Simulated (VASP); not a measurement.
# TaN (Fmm2) in VASP: a series of runs

TaN is run at these levels: PBE; tasks: single point.

Everything below comes from runs of VASP 6.6.1. Logs are shortened: lines on timing, memory, paths and dates and some standing lists are left out, and cuts for length are marked.

### 1 The cell of the first run

It takes space group Fmm2 (No. 42, orthorhombic). The conventional cell has a = 4.313 Å, b = 4.468 Å, c = 4.468 Å, α = 90.00°, β = 90.00°, γ = 90.00°. Within 2.7 Å of Ta (site symmetry mm2) lie 6 N at 2.04 to 2.43 Å. Within 2.7 Å of N (site symmetry mm2) lie 6 Ta at 2.04 to 2.43 Å.

### 2 Single point, PBE (atoms displaced along a vibrational mode, the cell strained)

Input file INCAR:

```
ALGO = Normal
EDIFF = 1E-7
ENCUT = 520
GGA = PE
ISIF = 2
ISMEAR = 0
LASPH = T
LCHARG = T
LELF = T
LREAL = F
LVHAR = T
LWAVE = F
NBANDS = 15
NELM = 100
PREC = Accurate
SIGMA = 0.15
```

Input file KPOINTS:

```
k-points
0
Gamma
  18 18 18
```

Input file POSCAR:

```
TaN
1.0
    0.0000000000      2.2338367647      2.1566632413
    2.2338367647      0.0000000000      2.1566632413
    2.2338367647      2.2338367647      0.0000000000
Ta N
1 1
Direct
    0.4968326312      0.5031673688      0.5031673688
    0.0409173038     -0.0409173038     -0.0409173038
```

Potentials or basis: VASP PAW PBE potentials, release 64 (Ta_pv, N).

The run is started by

```console
> cat potpaw_PBE.64/Ta_pv/POTCAR potpaw_PBE.64/N/POTCAR > POTCAR
> mpirun -np 1 vasp_std > vasp.out
```

OUTCAR:

```text
EDIFF = 1E-7
   ENCUT = 520
   GGA = PE
   ISIF = 2
   ISMEAR = 0
   LASPH = T
   LREAL = F
   NELM = 100
   PREC = Accurate

 ion  position               nearest neighbor table
   1  0.497  0.503  0.503-   2 2.04   2 2.17   2 2.17   2 2.24   2 2.24   2 2.43
   2  0.041  0.959  0.959-   1 2.04   1 2.17   1 2.17   1 2.24   1 2.24   1 2.43

  LATTYP: Found a body centered tetragonal cell.
 ALAT       =     3.1591222488
 C/A-ratio  =     1.3653559891

  Lattice vectors:

 A1 = (   0.0000000000,  -2.2338367647,  -2.1566632413)
 A2 = (   0.0000000000,   2.2338367647,  -2.1566632413)
 A3 = (   2.2338367647,   0.0000000000,   2.1566632413)

Analysis of symmetry for initial positions (statically):
=====================================================================
 Subroutine PRICEL returns:
 Original cell was already a primitive cell.

 Routine SETGRP: Setting up the symmetry group for a
 body centered tetragonal supercell.

 Subroutine GETGRP returns: Found  4 space group operations
 (whereof  4 operations were pure point group operations)
 out of a pool of 16 trial point group operations.

The static configuration has the point symmetry C_2v.

Analysis of symmetry for dynamics (positions and initial velocities):
=====================================================================
 Subroutine PRICEL returns:
 Original cell was already a primitive cell.

 Routine SETGRP: Setting up the symmetry group for a
 body centered tetragonal supercell.

 Subroutine GETGRP returns: Found  4 space group operations
 (whereof  4 operations were pure point group operations)
 out of a pool of 16 trial point group operations.

The dynamic configuration has the point symmetry C_2v.

 Subroutine INISYM returns: Found  4 space group operations
 (whereof  4 operations are pure point group operations),
 and found     1 'primitive' translations

----------------------------------------------------------------------------------------

                                     Primitive cell

  volume of cell :      21.5236

  direct lattice vectors                    reciprocal lattice vectors
     0.000000000  2.233836765  2.156663241    -0.223830142  0.223830142  0.231839626
     2.233836765  0.000000000  2.156663241     0.223830142 -0.223830142  0.231839626
     2.233836765  2.233836765  0.000000000     0.223830142  0.223830142 -0.231839626

  length of vectors
     3.105031888  3.105031888  3.159122249     0.392363960  0.392363960  0.392363960

  position of ions in fractional coordinates (direct lattice)
     0.496832631  0.503167369  0.503167369
     0.040917304  0.959082696  0.959082696

  ion indices of the primitive-cell ions
   primitive index   ion index
                 1           1
[... 87 lines left out ...]
   EFERMI =   0.00;   METHOD = LEGACY
   ISMEAR =     0;   SIGMA  =   0.15  broadening in eV -4-tet -1-fermi 0-gaus
   EFERMI_NEDOS =   21; number of points for ismear=-14 and -15
   IALGO  =     38    algorithm
   IMIX   =      4    mixing-type and parameters
     AMIX     =   0.40;   BMIX     =  1.00
     AMIX_MAG =   1.60;   BMIX_MAG =  1.00
  volume/ion in A,a.u.               =      10.76        72.62
  Fermi-wavevector in a.u.,A,eV,Ry     =   1.483007  2.802476 29.923411  2.199309
  Thomas-Fermi vector in A             =   2.596722
   LORBIT       =      0    0 simple, 1 ext, 2 COOP (PROOUT), +10 PAW based schemes
   GGA     = PE    functional components
   LHFCALC =     F    Hartree Fock is set to
   AEXX    =    0.0000 exact exchange contribution
   IVDW    =     0    specifies the selected vdW correction
   LEPSILON=     F    determine dielectric tensor
   LRPA    =     F    only Hartree local field effects (RPA)
 non-spin polarized calculation
 Gauss-broadening in eV      SIGMA  =   0.15
  energy-cutoff  :      520.00
  volume of cell :       21.52
 maximum number of plane-waves:       592
   NGX = 11   NGY = 11   NGZ = 11

 number of electron      16.0000003 magnetization

 Free energy of the ion-electron system (eV)
  ---------------------------------------------------
  ext. energy  EPLUGINS =         0.00000000
  ---------------------------------------------------
  free energy    TOTEN  =       -21.66959086 eV

  energy without entropy =      -21.66035505  energy(sigma->0) =      -21.66497296

 E-fermi :   9.3209     XC(G=0): -13.3507

 val. band max:        9.3197012227   @ k =  -0.1667   0.1111   0.0556
 cond. band min:       9.3230577653   @ k =  -0.3889   0.2222   0.0000
 fundamental gap:      0.0033565425
 Fermi energy:         9.3209276240

 k-point     1 :       0.0000    0.0000    0.0000
  band No.  band energies     occupation
      1     -26.3706      2.00000
      2     -26.3346      2.00000
      3     -26.3107      2.00000
      4      -9.3662      2.00000
      5       4.8288      2.00000
      6       4.8497      2.00000
      7       4.9465      2.00000
      8       7.2547      2.00000
      9       8.2119      2.00000
     10       8.3492      2.00000
     11       9.3804      0.57522
     12      10.3138      0.00000
     13      11.1128      0.00000
     14      18.7150      0.00000
[... 401 lines left out ...]
      2     -26.3940      2.00000
      3     -26.3763      2.00000
      4      -8.1690      2.00000
      5       1.6603      2.00000
      6       3.0930      2.00000
      7       3.5125      2.00000
      8       8.1411      2.00000
      9       8.9312      1.99976
     10       9.4735      0.15039
     11      12.9917      0.00000
     12      13.5205      0.00000
     13      13.9255      0.00000
     14      21.6829      0.00000
     15      21.8469      0.00000

 [... further k-points ...]

------------------------ aborting loop because EDIFF is reached ----------------------------------------

  FORCE on cell =-STRESS in cart. coord.  units (eV):
  Direction    XX          YY          ZZ          XY          YZ          ZX
  --------------------------------------------------------------------------------------
  -------------------------------------------------------------------------------------
  Total        1.6566322     -0.6717257      2.1569000      0.0000000      0.0000000      0.0000000
  in kB      123.3165847    -50.0019941    160.5555787      0.0000000      0.0000000      0.0000000
  external PRESSURE =      77.9567231 kB  Pullay stress =       0.0000000 kB

 VOLUME and BASIS-vectors are now :
 -----------------------------------------------------------------------------
  energy-cutoff  :      520.00
  volume of cell :       21.52
      direct lattice vectors                 reciprocal lattice vectors
     0.000000000  2.233836765  2.156663241    -0.223830142  0.223830142  0.231839626
     2.233836765  0.000000000  2.156663241     0.223830142 -0.223830142  0.231839626
     2.233836765  2.233836765  0.000000000     0.223830142  0.223830142 -0.231839626

 POSITION                                       TOTAL-FORCE (eV/Angst)
 -----------------------------------------------------------------------------------
      2.24799      2.23384      2.15666        -1.526974      0.000000      0.000000
      4.28487      2.23384      2.15666         1.526974      0.000000      0.000000
 -----------------------------------------------------------------------------------
    total drift:                               -0.000197      0.000000     -0.000000

  FREE ENERGIE OF THE ION-ELECTRON SYSTEM (eV)
  ---------------------------------------------------
  free  energy   TOTEN  =       -21.6695908636 eV

  energy  without entropy=      -21.6603550533  energy(sigma->0) =      -21.66497296
```

OSZICAR:

```text
N       E                     dE             d eps       ncg     rms          rms(c)
DAV:   1     0.899284654717E+02    0.89928E+02   -0.86023E+03 25982   0.112E+03
DAV:   2    -0.220260412521E+02   -0.11195E+03   -0.10575E+03 31921   0.302E+02
DAV:   3    -0.246977001173E+02   -0.26717E+01   -0.26551E+01 28827   0.447E+01
DAV:   4    -0.247085552610E+02   -0.10855E-01   -0.10852E-01 34171   0.305E+00
DAV:   5    -0.247086296633E+02   -0.74402E-04   -0.74401E-04 29150   0.224E-01    0.245E+01
DAV:   6    -0.217597166345E+02    0.29489E+01   -0.56168E+00 31884   0.266E+01    0.101E+01
DAV:   7    -0.217030834362E+02    0.56633E-01   -0.58977E-01 28792   0.624E+00    0.703E+00
DAV:   8    -0.216767070784E+02    0.26376E-01   -0.14206E-01 31445   0.320E+00    0.163E+00
DAV:   9    -0.216696466141E+02    0.70605E-02   -0.18888E-02 30003   0.112E+00    0.279E-01
DAV:  10    -0.216696338902E+02    0.12724E-04   -0.14153E-03 30766   0.401E-01    0.504E-02
DAV:  11    -0.216695915368E+02    0.42353E-04   -0.87489E-05 30276   0.111E-01    0.195E-02
DAV:  12    -0.216695911887E+02    0.34814E-06   -0.79848E-06 30654   0.278E-02    0.396E-03
DAV:  13    -0.216695908881E+02    0.30056E-06   -0.21460E-07 30775   0.427E-03    0.208E-03
DAV:  14    -0.216695908636E+02    0.24476E-07   -0.96952E-09 17539   0.105E-03
   1 F= -.21669591E+02 E0= -.21664973E+02  d E =-.923581E-02
```

stdout:

```text
POSCAR found type information on POSCAR TaN
 POSCAR found :  2 types and       2 ions
 scaLAPACK will be used
 LDA part: xc-table for (Slater+PW92), standard interpolation
 POSCAR, INCAR and KPOINTS ok, starting setup
 FFT: planning ... GRIDC
 FFT: planning ... GRID_SOFT
 FFT: planning ... GRID
 WAVECAR not read
 entering main loop
```

It took 1.9 min on 1 thread of AMD EPYC 9R45 (Zen 5), shared host; peak memory 0.34 GiB.

What came out:

```
Free energy            : -21.6696 eV
Pressure               : 7.8 GPa
Largest force          : 1.527 eV/Å
Band gap on the k mesh : zero (bands 8 and 9 overlap by 3.18 eV)
```

Forces on the atoms (eV/Å):
```
Ta  -1.527  0.000  0.000
N    1.527  0.000  0.000
```

Caveat: the cell differs from its parent crystal (atoms displaced along a vibrational mode, the cell strained); the stress differs along the axes, from -5 to 16 GPa; spin-orbit coupling is left out, which moves the levels of the heavy elements; forces of over 1 eV/Å act on the atoms, so gaps and moduli don't describe the material at rest.

[end of part 1 of 2]
